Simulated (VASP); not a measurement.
Set up this calculation in VASP 6.6.1, as the native input.

| Property | Result |
| --- | --- |
| Task | single point |
| Functional | PBEsol |
| Potentials or basis | VASP PAW PBE potentials, release 64 (Ge_d) |
| Cutoff | 520 eV |
| k mesh | 12 × 12 × 12 |
| Occupations | fermi-dirac, width 0.1 eV |
| Spin | no spin polarisation |
| Dipole correction | no |
| Further INCAR settings | ALGO = Normal; EDIFF = 1e-07; NBANDS = 21 |

The structure of Ge lies in POSCAR:

```
Ge
1.0
   -2.5744897200      2.5744897200      1.3974126400
    2.5744897200     -2.5744897200      1.3974126400
    2.5744897200      2.5744897200     -1.3974126400
Ge
2
Direct
    0.2500000000      0.7500000000      0.5000000000
    0.5000000000      0.5000000000      0.0000000000
```

The input as run:

INCAR

```
PREC = Accurate
ENCUT = 520
EDIFF = 1E-7
ISMEAR = -1
SIGMA = 0.1
LREAL = F
LASPH = T
NELM = 60
ALGO = Normal
ISIF = 2
LWAVE = F
LCHARG = F
GGA = PS
NBANDS = 21
```

KPOINTS

```
Automatic mesh
0
Gamma
  12 12 12
```

Potentials or basis: VASP PAW PBE potentials, release 64 (Ge_d).

Launch:

```bash
$ cat potpaw_PBE.64/Ge_d/POTCAR > POTCAR
$ mpirun -np 1 vasp_std > vasp.out
```

Results of the run:

The pressure is -0.7 GPa. The band gap on the k mesh is zero (band 14 reaches 8.24 eV, above the bottom of band 15 at 3.14 eV).

Caveat: the PAW data sets were made with another functional, which shifts forces and pressure a little.

Wall time 3 min on 1 thread of Intel Xeon 6975P-C, with other jobs on the host, peak memory 0.24 GiB.
